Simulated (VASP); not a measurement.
The system is MgI2.

```
CELL_PARAMETERS angstrom
4.21957 0.00000 0.00000
-2.10979 3.65426 0.00000
0.00000 0.00000 6.87333
ATOMIC_POSITIONS crystal
Mg 0.00000 0.00000 0.00000
I 0.33333 0.66667 0.23998
I 0.66667 0.33333 0.76002
```

This cell differs from its parent crystal: biaxial xy strain +1.5%.

Base run:

| Item | Value |
| --- | --- |
| Program | VASP 6.6.1 |
| Functional | r2SCAN |
| Potentials or basis | VASP PAW PBE potentials, release 64 (Mg, I) |
| Cutoff | 520 eV |
| k mesh | 12 × 12 × 4 |
| Occupations | gaussian, width 0.01 eV |
| Spin | no spin polarisation |

Its results: band gap on the k mesh 4.01 eV, indirect (least direct gap 4.27 eV); pressure -0.2 GPa; largest force 0.042 eV/Å.

Problem. The run is repeated on the same cell with these changes: functional from r2SCAN to PBE; occupations from gaussian, width 0.01 eV to fermi-dirac, width 0.02 eV. What comes out?

Solution. Band gap on the k mesh 3.42 eV, indirect (least direct gap 3.49 eV); pressure 0.4 GPa; largest force 0.004 eV/Å.

Caveats: spin-orbit coupling is left out, which moves the levels of the heavy elements; the PAW data sets were made with another functional, which shifts forces and pressure a little (some runs); this functional lacks dispersion, which binds the layers, so the pressure and a relaxed spacing across them are unreliable (some runs).

A k mesh can miss the band edges.
